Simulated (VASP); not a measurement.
# CaO (Lime) (Fm-3m) in VASP: further runs, part 2 of 2

VASP 6.6.1. Earlier steps stand in the parts before.

**3. Relaxation of cell and atoms, PBE**

This run uses another cell than the first one, of 13.94 Å³/atom, 0.989 times its volume.

The input, INCAR:

```
PREC     = Accurate       # precision mode
ENCUT    = 600            # plane-wave cutoff, eV
EDIFF    = 1E-7           # SCF threshold, eV
ISMEAR   = -1             # smearing method
SIGMA    = 0.01           # smearing width, eV
LREAL    = False          # projectors in reciprocal space
LASPH    = True           # aspherical terms in the spheres
NELM     = 120            # most SCF steps
ALGO     = Normal         # electronic algorithm
ISIF     = 3              # what is computed and relaxed
LWAVE    = False          # write WAVECAR
LCHARG   = False          # write CHGCAR
GGA      = PE             # functional
IBRION   = 2              # ionic algorithm
NSW      = 80             # ionic steps
EDIFFG   = -0.02          # ionic threshold
GGA_COMPAT= False        
NELMIN   = 4
```

The input, KPOINTS:

```
regular mesh
0
Gamma
  7 7 7
```

The input, POSCAR:

```
CaO
1.0
    0.0000000000      2.4065000000      2.4065000000
    2.4065000000      0.0000000000      2.4065000000
    2.4065000000      2.4065000000      0.0000000000
Ca O
1 1
Direct
    0.0000000000      0.0000000000      0.0000000000
    0.5000000000      0.5000000000      0.5000000000
```

Potentials or basis: VASP PAW PBE potentials, release 64 (Ca_sv, O).

Run with:

```bash
> cat potpaw_PBE.64/Ca_sv/POTCAR potpaw_PBE.64/O/POTCAR > POTCAR
> mpirun -np 1 vasp_std > vasp.out
```

OUTCAR:

```text
PREC = Accurate
   ENCUT = 600
   EDIFF = 1E-7
   ISMEAR = -1
   LREAL = False
   LASPH = True
   NELM = 120
   ISIF = 3
   GGA = PE
   IBRION = 2
   NSW = 80
   EDIFFG = -0.02
   NELMIN = 4

 ion  position               nearest neighbor table
   1  0.000  0.000  0.000-   2 2.41   2 2.41   2 2.41   2 2.41   2 2.41   2 2.41
   2  0.500  0.500  0.500-   1 2.41   1 2.41   1 2.41   1 2.41   1 2.41   1 2.41

  LATTYP: Found a face centered cubic cell.
 ALAT       =     4.8130000000

  Lattice vectors:

 A1 = (   0.0000000000,   2.4065000000,   2.4065000000)
 A2 = (   2.4065000000,   0.0000000000,   2.4065000000)
 A3 = (   2.4065000000,   2.4065000000,   0.0000000000)

Analysis of symmetry for initial positions (statically):
=====================================================================
 Subroutine PRICEL returns:
 Original cell was already a primitive cell.

 Routine SETGRP: Setting up the symmetry group for a
 face centered cubic supercell.

 Subroutine GETGRP returns: Found 48 space group operations
 (whereof 48 operations were pure point group operations)
 out of a pool of 48 trial point group operations.

The static configuration has the point symmetry O_h .

Analysis of symmetry for dynamics (positions and initial velocities):
=====================================================================
 Subroutine PRICEL returns:
 Original cell was already a primitive cell.

 Routine SETGRP: Setting up the symmetry group for a
 face centered cubic supercell.

 Subroutine GETGRP returns: Found 48 space group operations
 (whereof 48 operations were pure point group operations)
 out of a pool of 48 trial point group operations.

The dynamic configuration has the point symmetry O_h .

 Subroutine INISYM returns: Found 48 space group operations
 (whereof 48 operations are pure point group operations),
 and found     1 'primitive' translations

[... 100 lines left out ...]
   NELECT =      16.0000    total number of electrons
   NUPDOWN=      -1.0000    fix difference up-down
   EMIN   =  10.00;   EMAX   =-10.00  energy-range for DOS
   EFERMI =   0.00;   METHOD = LEGACY
   ISMEAR =    -1;   SIGMA  =   0.01  broadening in eV -4-tet -1-fermi 0-gaus
   EFERMI_NEDOS =   21; number of points for ismear=-14 and -15
   IALGO  =     38    algorithm
   IMIX   =      4    mixing-type and parameters
     AMIX     =   0.40;   BMIX     =  1.00
     AMIX_MAG =   1.60;   BMIX_MAG =  1.00
  volume/ion in A,a.u.               =      13.94        94.05
  Fermi-wavevector in a.u.,A,eV,Ry     =   1.360564  2.571093 25.186211  1.851134
  Thomas-Fermi vector in A             =   2.487215
   LORBIT       =      0    0 simple, 1 ext, 2 COOP (PROOUT), +10 PAW based schemes
   GGA     = PE    functional components
   LHFCALC =     F    Hartree Fock is set to
   AEXX    =    0.0000 exact exchange contribution
   IVDW    =     0    specifies the selected vdW correction
   LEPSILON=     F    determine dielectric tensor
   LRPA    =     F    only Hartree local field effects (RPA)
 conjugate gradient relaxation of ions
 non-spin polarized calculation
  energy-cutoff  :      600.00
  volume of cell :       27.87
 maximum number of plane-waves:       950
   NGX = 13   NGY = 13   NGZ = 13

--------------------------------------- Ionic step        1  -------------------------------------------

 number of electron      15.9999998 magnetization

 Free energy of the ion-electron system (eV)
  ---------------------------------------------------
  ext. energy  EPLUGINS =         0.00000000
  ---------------------------------------------------
  free energy    TOTEN  =       -12.80506434 eV

  energy without entropy =      -12.80506434  energy(sigma->0) =      -12.80506434

------------------------ aborting loop because EDIFF is reached ----------------------------------------

  FORCE on cell =-STRESS in cart. coord.  units (eV):
  Direction    XX          YY          ZZ          XY          YZ          ZX
  --------------------------------------------------------------------------------------
  -------------------------------------------------------------------------------------
  Total        0.2923755      0.2923755      0.2923755      0.0000000     -0.0000000      0.0000000
  in kB       16.8059829     16.8059829     16.8059829      0.0000000     -0.0000000      0.0000000
  external PRESSURE =      16.8059829 kB  Pullay stress =       0.0000000 kB
[... 59 lines left out ...]
--------------------------------------- Ionic step        3  -------------------------------------------

 number of electron      16.0000000 magnetization

 Free energy of the ion-electron system (eV)
  ---------------------------------------------------
  ext. energy  EPLUGINS =         0.00000000
  ---------------------------------------------------
  free energy    TOTEN  =       -12.80729780 eV

  energy without entropy =      -12.80729780  energy(sigma->0) =      -12.80729780

 E-fermi :   2.5221     XC(G=0): -10.3808

 val. band max:        2.2386926293   @ k =   0.0000   0.0000   0.0000
 cond. band min:       5.9721970381   @ k =   0.4286   0.4286   0.0000
 fundamental gap:      3.7335044088
 Fermi energy:         2.5221327335

 k-point     1 :       0.0000    0.0000    0.0000
  band No.  band energies     occupation
      1     -35.4773      2.00000
      2     -16.2551      2.00000
      3     -16.2551      2.00000
      4     -16.2551      2.00000
      5     -13.2563      2.00000
      6       2.2387      2.00000
      7       2.2387      2.00000
      8       2.2387      2.00000
      9       6.7962      0.00000
     10       8.4167      0.00000
     11       8.4167      0.00000
     12       8.4167      0.00000
[... 312 lines left out ...]
  FREE ENERGIE OF THE ION-ELECTRON SYSTEM (eV)
  ---------------------------------------------------
  free  energy   TOTEN  =       -12.8072977968 eV

  energy  without entropy=      -12.8072977968  energy(sigma->0) =      -12.80729780

 reached required accuracy - stopping structural energy minimisation
```

CONTCAR:

```text
CaO
   1.00000000000000
     0.0000000000000000    2.4188831188171975    2.4188831188171975
     2.4188831188171975    0.0000000000000000    2.4188831188171975
     2.4188831188171975    2.4188831188171975    0.0000000000000000
  Ca              O
     1     1
Direct
     0.0000000000000000    0.0000000000000000    0.0000000000000000
     0.5000000000000000    0.5000000000000000    0.5000000000000000

  0.00000000E+00  0.00000000E+00  0.00000000E+00
  0.00000000E+00  0.00000000E+00  0.00000000E+00
```

Wall time 57 s (1 thread of Intel Xeon 8259CL, shared host); peak memory 0.17 GiB.

What came out:

| Item | Value |
| --- | --- |
| Free energy | -12.8073 eV |
| Relaxed volume | 14.15 Å³/atom |
| Relaxed cell | a = 3.421 Å, b = 3.421 Å, c = 3.421 Å, α = 60.00°, β = 60.00°, γ = 60.00° |
| Space group after relaxing (to 0.05 Å) | Fm-3m (No. 225) |
| Energy gained by relaxing | 1.1 meV/atom |
| Ionic steps | 3 |
| Pressure after relaxing | 0.0 GPa |
| Band gap on the k mesh | 3.73 eV, indirect (least direct gap 4.11 eV) |

The path:
| step | energy change (eV) | largest force (eV/Å) | pressure (GPa) | volume (Å³) |
| --- | --- | --- | --- | --- |
| 1 | 0.0000 | 0.0000 | 1.68 | 27.87 |
| 2 | -0.0019 | 0.0000 | -0.59 | 28.47 |
| 3 | -0.0022 | 0.0000 | 0.00 | 28.31 |

Final structure:
```cif
data_structure
_symmetry_space_group_name_H-M 'P 1'
_symmetry_Int_Tables_number 1
_cell_length_a 3.4208
_cell_length_b 3.4208
_cell_length_c 3.4208
_cell_angle_alpha 60.000
_cell_angle_beta 60.000
_cell_angle_gamma 60.000
_cell_volume 28.31
loop_
_atom_site_label
_atom_site_type_symbol
_atom_site_fract_x
_atom_site_fract_y
_atom_site_fract_z
_atom_site_occupancy
Ca1 Ca 0.00000 0.00000 0.00000 1
O1 O 0.50000 0.50000 0.50000 1
```

Levels at points of the mesh, in eV from the valence-band top:
| k point | band 5 | band 6 | band 7 | band 8 | band 9 | band 10 | band 11 | band 12 |
| --- | --- | --- | --- | --- | --- | --- | --- | --- |
| (0.00, 0.00, 0.00) | -15.49 | 0.00 | 0.00 | 0.00 | 4.56 | 6.18 | 6.18 | 6.18 |

A k mesh can miss the band edges. Zero-point motion and thermal expansion aren't in these numbers.
